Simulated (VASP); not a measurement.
# CdSe: single point with r2SCAN

CdSe:

```
Cd Se
1.0
     4.42520    0.00000    0.00000
    -2.21260    3.83234    0.00000
     0.00000    0.00000    7.21637
Cd Se
2 2
Cartesian
  0.0000 2.5549 0.0327
  2.2126 1.2774 3.6409
  0.0000 2.5549 2.7456
  2.2126 1.2774 6.3538
```

```yaml
Program: VASP 6.6.1
Task: single point
Functional: r2SCAN
Potentials_or_basis: VASP PAW PBE potentials, release 64 (Cd, Se)
Cutoff: 520 eV
k_mesh: 9 × 9 × 4
Occupations: gaussian, width 0.02 eV
Spin: no spin polarisation
Dipole_correction: no
Further_INCAR_settings: ALGO = Normal; EDIFF = 1e-06; NBANDS = 26
```

```json
{
  "Pressure": "-2.4 GPa",
  "Band gap on the k mesh": "0.95 eV"
}
```

Forces on the atoms (eV/Å):
```
Cd   0.000  0.000 -0.003
Cd   0.000  0.000 -0.003
Se   0.000  0.000  0.003
Se   0.000  0.000  0.003
```

Levels at points of the mesh, in eV from the valence-band top:
| k point | band 16 | band 17 | band 18 | band 19 | band 20 | band 21 |
| --- | --- | --- | --- | --- | --- | --- |
| (0.00, 0.00, 0.00) | -0.04 | 0.00 | 0.00 | 0.95 | 2.56 | 6.36 |
| (0.00, 0.00, 0.50) | -0.34 | -0.34 | -0.34 | 2.64 | 2.64 | 6.16 |

Wall time 4.4 min on 1 thread of Intel(R) Xeon(R) Platinum 8488C (Sapphire Rapids) (shared host), peak memory 0.33 GiB.

Caveat: the PAW data sets were made with another functional, which shifts forces and pressure a little.
